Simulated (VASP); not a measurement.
# Ni (P6_3/mmc) in VASP: notebook, part 2 of 3

VASP 6.6.1.

### Step 3. Single point, LDA, collinear spin, ferromagnetic start

Input file INCAR:

```
PREC     = Accurate       # precision mode
ENCUT    = 520            # plane-wave cutoff, eV
EDIFF    = 1E-6           # SCF threshold, eV
ISMEAR   = -1             # smearing method
SIGMA    = 0.2            # smearing width, eV
LREAL    = F              # projectors in reciprocal space
LASPH    = T              # aspherical terms in the spheres
NELM     = 150            # most SCF steps
ALGO     = Normal         # electronic algorithm
ISIF     = 2              # what is computed and relaxed
LWAVE    = F              # write WAVECAR
LCHARG   = F              # write CHGCAR
ISPIN    = 2              # spin polarisation
MAGMOM   = 1.18 1.18      # initial moments
LORBIT   = 11             # projections on sites
NUPDOWN  = 2.2            # fixed moment
LMAXMIX  = 4              # l up to which the mixer works
GGA      = CA             # functional
NBANDS   = 21             # bands
```

Input file KPOINTS:

```
regular mesh
0
Gamma
  6 6 3
```

Input file POSCAR:

```
Ni
1.0
    2.4480230000      0.0000000000      0.0000000000
   -1.2240110000      2.1200500000      0.0000000000
    0.0000000000      0.0000000000      4.0728080000
Ni
2
Direct
    0.3333333333      0.6666666667      0.2500000000
    0.6666666667      0.3333333333      0.7500000000
```

Potentials or basis: VASP PAW LDA potentials, release 64 (Ni).

On the command line:

```sh
cat potpaw_LDA.64/Ni/POTCAR > POTCAR
mpirun -np 1 vasp_std > vasp.out
```

OUTCAR:

```text
PREC = Accurate
   ENCUT = 520
   EDIFF = 1E-6
   ISMEAR = -1
   LREAL = F
   LASPH = T
   NELM = 150
   ISIF = 2
   ISPIN = 2
   LORBIT = 11
   NUPDOWN = 2.2
   GGA = CA

 ion  position               nearest neighbor table
   1  0.333  0.667  0.250-   2 2.48   2 2.48   2 2.48   2 2.48   2 2.48   2 2.48
   2  0.667  0.333  0.750-   1 2.48   1 2.48   1 2.48   1 2.48   1 2.48   1 2.48

  LATTYP: Found a hexagonal cell.
 ALAT       =     2.4480230000
 C/A-ratio  =     1.6637131269

  Lattice vectors:

 A1 = (   2.4480230000,   0.0000000000,   0.0000000000)
 A2 = (  -1.2240110000,   2.1200500000,   0.0000000000)
 A3 = (   0.0000000000,   0.0000000000,   4.0728080000)

Analysis of symmetry for initial positions (statically):
=====================================================================
 Subroutine PRICEL returns:
 Original cell was already a primitive cell.

 Routine SETGRP: Setting up the symmetry group for a
 hexagonal supercell.

 Subroutine GETGRP returns: Found 24 space group operations
 (whereof 12 operations were pure point group operations)
 out of a pool of 24 trial point group operations.

The static configuration has the point symmetry D_3d.
 The point group associated with its full space group is D_6h.

Analysis of symmetry for dynamics (positions and initial velocities):
=====================================================================
 Subroutine PRICEL returns:
 Original cell was already a primitive cell.

 Routine SETGRP: Setting up the symmetry group for a
 hexagonal supercell.

 Subroutine GETGRP returns: Found 24 space group operations
 (whereof 12 operations were pure point group operations)
 out of a pool of 24 trial point group operations.

The dynamic configuration has the point symmetry D_3d.
 The point group associated with its full space group is D_6h.

Analysis of structural, dynamic, and magnetic symmetry:
=====================================================================
 Subroutine PRICEL returns:
 Original cell was already a primitive cell.

 Routine SETGRP: Setting up the symmetry group for a
 hexagonal supercell.

 Subroutine GETGRP returns: Found 24 space group operations
 (whereof 12 operations were pure point group operations)
 out of a pool of 24 trial point group operations.

The overall configuration has the point symmetry D_3d.
 The point group associated with its full space group is D_6h.

 Subroutine INISYM returns: Found 24 space group operations
 (whereof 12 operations are pure point group operations),
 and found     1 'primitive' translations

----------------------------------------------------------------------------------------

                                     Primitive cell

  volume of cell :      21.1376

  direct lattice vectors                    reciprocal lattice vectors
     2.448023000  0.000000000  0.000000000     0.408492894  0.235843398  0.000000000
    -1.224011000  2.120050000  0.000000000     0.000000000  0.471686989  0.000000000
     0.000000000  0.000000000  4.072808000     0.000000000  0.000000000  0.245530848

  length of vectors
     2.448023000  2.448022657  4.072808000     0.471686922  0.471686989  0.245530848
[... 59 lines left out ...]
   NGXF,Y,Z  is equivalent  to a cutoff of  24.45, 24.45, 24.49 a.u.
 SYSTEM =  unknown system
   PREC   = accura    normal or accurate (medium, high low for compatibility)
   ISTART =      0    job   : 0-new  1-cont  2-samecut
   ICHARG =      2    charge: 1-file 2-atom 10-const
   ISPIN  =      2    spin polarized calculation?
   LNONCOLLINEAR =      F non collinear calculations
   LSORBIT =      F    spin-orbit coupling
   LASPH  =      T    aspherical Exc in radial PAW
   ENCUT  =  520.0 eV  38.22 Ry    6.18 a.u.   4.55  4.55  7.57*2*pi/ulx,y,z
   NELM   =    150;   NELMIN=  2; NELMDL= -5     # of ELM steps
   EDIFF  = 0.1E-05   stopping-criterion for ELM
   LREAL  =      F    real-space projection
   EDIFFG = 0.1E-04   stopping-criterion for IOM
   NSW    =      0    number of steps for IOM
   IBRION =     -1    ionic relax: 0-MD 1-quasi-New 2-CG
   NFREE  =      0    steps in history (QN), initial steepest desc. (CG)
   ISIF   =      2    stress and relaxation
   ISYM   =      2    0-nonsym 1-usesym 2-fastsym
   POTIM  = 0.5000    time-step for ionic-motion
   TEBEG  =    0.0;   TEEND  =   0.0 temperature during run
   PSTRESS=    0.0 pullay stress
   NELECT =      20.0000    total number of electrons
   NUPDOWN=       2.2000    fix difference up-down
   EMIN   =  10.00;   EMAX   =-10.00  energy-range for DOS
   EFERMI =   0.00;   METHOD = LEGACY
   ISMEAR =    -1;   SIGMA  =   0.20  broadening in eV -4-tet -1-fermi 0-gaus
   EFERMI_NEDOS =   21; number of points for ismear=-14 and -15
   IALGO  =     38    algorithm
   IMIX   =      4    mixing-type and parameters
     AMIX     =   0.40;   BMIX     =  1.00
     AMIX_MAG =   1.60;   BMIX_MAG =  1.00
  volume/ion in A,a.u.               =      10.57        71.32
  Fermi-wavevector in a.u.,A,eV,Ry     =   1.607187  3.037142 35.144515  2.583049
  Thomas-Fermi vector in A             =   2.703255
   LORBIT       =     11    0 simple, 1 ext, 2 COOP (PROOUT), +10 PAW based schemes
   GGA     = CA    functional components
   LHFCALC =     F    Hartree Fock is set to
   AEXX    =    0.0000 exact exchange contribution
   IVDW    =     0    specifies the selected vdW correction
   LEPSILON=     F    determine dielectric tensor
   LRPA    =     F    only Hartree local field effects (RPA)
 spin polarized calculation
  energy-cutoff  :      520.00
  volume of cell :       21.14
 maximum number of plane-waves:       581
   NGX =  9   NGY =  9   NGZ = 15

 number of electron      19.9999996 magnetization       2.2000197

 Free energy of the ion-electron system (eV)
  ---------------------------------------------------
  ext. energy  EPLUGINS =         0.00000000
  ---------------------------------------------------
  free energy    TOTEN  =       -12.85663231 eV

  energy without entropy =      -12.44615193  energy(sigma->0) =      -12.65139212

 E-fermi :   9.2675     XC(G=0): -13.8056

 val. band max:       10.6321853455   @ k =   0.3333   0.1667   0.3333
 cond. band min:       9.2990574782   @ k =   0.3333   0.3333   0.0000
 fundamental gap:     -1.3331278673
 Fermi energy:        10.6696624879

 spin component 1

 k-point     1 :       0.0000    0.0000    0.0000
  band No.  band energies     occupation
      1       0.1644      1.00000
      2       4.2142      1.00000
      3       6.5805      1.00000
      4       6.7511      1.00000
      5       6.7511      1.00000
      6       7.0094      1.00000
[... 325 lines left out ...]
     20      36.9449      0.00000
     21      39.2017      0.00000
 Fermi energy:         9.2675236728

 spin component 2

 k-point     1 :       0.0000    0.0000    0.0000
  band No.  band energies     occupation
      1       0.4045      1.00000
      2       4.8835      1.00000
      3       7.5531      0.99981
      4       7.7255      0.99955
      5       7.7255      0.99955
      6       8.0042      0.99820
[... 325 lines left out ...]
     20      37.2238      0.00000
     21      39.5309      0.00000

------------------------ aborting loop because EDIFF is reached ----------------------------------------

  FORCE on cell =-STRESS in cart. coord.  units (eV):
  Direction    XX          YY          ZZ          XY          YZ          ZX
  --------------------------------------------------------------------------------------
  -------------------------------------------------------------------------------------
  Total       -0.1023088     -0.1023088     -1.2555361     -0.0000000      0.0000000      0.0000000
  in kB       -7.7547552     -7.7547545    -95.1665369     -0.0000018      0.0000000      0.0000000
  external PRESSURE =     -36.8920156 kB  Pullay stress =       0.0000000 kB

 VOLUME and BASIS-vectors are now :
 -----------------------------------------------------------------------------
  energy-cutoff  :      520.00
  volume of cell :       21.14
      direct lattice vectors                 reciprocal lattice vectors
     2.448023000  0.000000000  0.000000000     0.408492894  0.235843398  0.000000000
    -1.224011000  2.120050000  0.000000000     0.000000000  0.471686989  0.000000000
     0.000000000  0.000000000  4.072808000     0.000000000  0.000000000  0.245530848

 POSITION                                       TOTAL-FORCE (eV/Angst)
 -----------------------------------------------------------------------------------
      0.00000      1.41337      1.01820         0.000000      0.000000      0.000000
      1.22401      0.70668      3.05461        -0.000000     -0.000000      0.000000
 -----------------------------------------------------------------------------------
    total drift:                               -0.000000      0.000000     -0.000000

  FREE ENERGIE OF THE ION-ELECTRON SYSTEM (eV)
  ---------------------------------------------------
  free  energy   TOTEN  =       -12.8566323107 eV

  energy  without entropy=      -12.4461519274  energy(sigma->0) =      -12.65139212

 total charge

# of ion       s       p       d       tot
------------------------------------------
    1        0.530   0.561   8.268   9.359
    2        0.530   0.561   8.268   9.359
--------------------------------------------------
tot          1.060   1.121  16.536  18.717

 magnetization (x)

# of ion       s       p       d       tot
------------------------------------------
    1        0.018   0.039   1.016   1.074
    2        0.018   0.039   1.016   1.074
--------------------------------------------------
tot          0.036   0.079   2.033   2.148
```

Wall time 10 s (1 thread of Intel Xeon Platinum 8259CL at 2.50GHz (Skylake/Cascade Lake), shared host); peak memory 0.13 GiB.

Results:

| Quantity | Value |
| --- | --- |
| Free energy | -12.8566 eV |
| Pressure | -3.7 GPa |
| Net moment | 2.20 μB per cell |
| Site moments | Ni +1.07 μB |
| Valence electrons inside the program's atomic spheres | Ni 9.36 |

Caveat: the k points lie up to 0.51 Å⁻¹ apart; the total moment is fixed, so each spin has its own Fermi level.

(Part 2 of 3 ends here.)
